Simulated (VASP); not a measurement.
Ag2Sb:

```xyz
3
Lattice="4.9087 0.0000 0.0000 -2.4543 4.2510 0.0000 0.0000 0.0000 3.0090" Properties=species:S:1:pos:R:3 pbc="T T T"
Ag    0.0000    2.8340    1.5045
Ag    2.4543    1.4170    1.5045
Sb    0.0000    0.0000    0.0000
```

```yaml
Program: VASP 6.6.1
Task: relaxation of cell and atoms
Functional: PBE
Potentials_or_basis: VASP PAW PBE potentials, release 64 (Ag, Sb)
Cutoff: 600 eV
k_mesh: 12 × 12 × 16
Occupations: gaussian, width 0.1 eV
Spin: no spin polarisation
```

At the start: pressure 2.1 GPa; volume 20.93 Å³/atom.

Problem. How do energy, volume and symmetry change on relaxing?

Solution. Over 8 steps the energy falls by 7.8 meV/atom and the volume is 21.48 Å³/atom (+2.6 %); space group P6/mmm (No. 191, to 0.05 Å).

The path:
```csv
step,energy change (eV),largest force (eV/Å),pressure (GPa),volume (Å³)
1,0.0000,0.0000,2.07,62.79
2,-0.0177,0.0000,-0.85,65.27
3,-0.0181,0.0000,-0.42,64.91
4,-0.0225,0.0000,-0.28,64.72
5,-0.0235,0.0000,-0.12,64.58
6,-0.0235,0.0000,-0.08,64.56
7,-0.0235,0.0000,-0.07,64.55
8,-0.0235,0.0000,0.06,64.45
```

Final structure:
```yaml
crystal:
  lattice:
    - [4.89128, 0.00000, 0.00000]
    - [-2.44564, 4.23598, 0.00000]
    - [0.00000, 0.00000, 3.11046]
  atoms:
    - { symbol: Ag, position: [0.33333, 0.66667, 0.50000] }
    - { symbol: Ag, position: [0.66667, 0.33333, 0.50000] }
    - { symbol: Sb, position: [0.00000, 0.00000, 0.00000] }
```
